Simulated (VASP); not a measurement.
Here is a VASP 6.6.1 calculation.

INCAR

```
SYSTEM = Ti
ALGO = Normal
EDIFF = 1E-7
ENCUT = 520
GGA = PE
ISIF = 2
ISMEAR = 1
LASPH = .TRUE.
LCHARG = .TRUE.
LELF = .TRUE.
LREAL = .FALSE.
LVHAR = .TRUE.
LWAVE = .FALSE.
NBANDS = 19
NELM = 100
PREC = Accurate
SIGMA = 0.15
```

KPOINTS

```
k-points
0
G
  11 11 6
  0 0 0
```

Contents of POSCAR:

```
Ti
1.0
    2.9500000000      0.0000000000      0.0000000000
   -1.4750000000      2.5547750000      0.0000000000
    0.0000000000      0.0000000000      4.6800000000
Ti
2
Direct
    0.3294190943      0.6588381886      0.2500000000
    0.6666666667      0.3333333333      0.7500000000
```

Potentials or basis: VASP PAW PBE potentials, release 64 (Ti_sv).

Command:

```sh
$ cat potpaw_PBE.64/Ti_sv/POTCAR > POTCAR
$ mpirun -np 1 vasp_std > vasp.out
```

(1) Estimate the largest force.

(2) Estimate the pressure.

Results:

(1) 0.032 eV/Å.

(2) -1.8 GPa.
